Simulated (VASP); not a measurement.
A run of VASP 6.6.1:

The input INCAR:

```
PREC = Accurate ; ENCUT = 520
EDIFF = 1E-7 ; ISMEAR = 0
SIGMA = 0.1 ; LREAL = False
LASPH = True ; NELM = 150
ALGO = Normal ; ISIF = 2
LWAVE = False ; LCHARG = False
ISPIN = 2 ; MAGMOM = 0 1 0 0 0 0 0 0 0 0 0 0 0 0
LORBIT = 11 ; LMAXMIX = 4
GGA = PE ; NBANDS = 54
```

KPOINTS

```
Automatic mesh
0
Gamma
  4 4 4
```

POSCAR

```
ScOsC6N6
1.0
    0.0000000000      5.3911332444      5.3911332444
    5.3911332444      0.0000000000      5.3911332444
    5.3911332444      5.3911332444      0.0000000000
Sc Os C N
1 1 6 6
Direct
    0.5000000000      0.5000000000      0.5000000000
    0.0000000000      0.0000000000      0.0000000000
    0.8118013170      0.1881986830      0.1881986830
    0.1881986830      0.8118013170      0.1881986830
    0.1881986830      0.1881986830      0.8118013170
    0.1881986830      0.8118013170      0.8118013170
    0.8118013170      0.1881986830      0.8118013170
    0.8118013170      0.8118013170      0.1881986830
    0.7030996292      0.2969003708      0.2969003708
    0.2969003708      0.7030996292      0.2969003708
    0.2969003708      0.2969003708      0.7030996292
    0.2969003708      0.7030996292      0.7030996292
    0.7030996292      0.2969003708      0.7030996292
    0.7030996292      0.7030996292      0.2969003708
```

Potentials or basis: VASP PAW PBE potentials, release 64 (Sc_sv, Os, C, N).

Launch:

```console
$ cat potpaw_PBE.64/Sc_sv/POTCAR potpaw_PBE.64/Os/POTCAR potpaw_PBE.64/C/POTCAR potpaw_PBE.64/N/POTCAR > POTCAR
$ mpirun -np 1 vasp_std > vasp.out
```

Hardware: 1 thread of AMD EPYC 7R43 64-Core Processor (Zen 3), with other jobs on the host.

**Question.** Estimate the wall time of this run.

**Answer.** Wall time 12 min on 1 thread of AMD EPYC 7R43 64-Core Processor (Zen 3), with other jobs on the host, peak memory 0.73 GiB. Counts: scf iterations 20, k points 8.
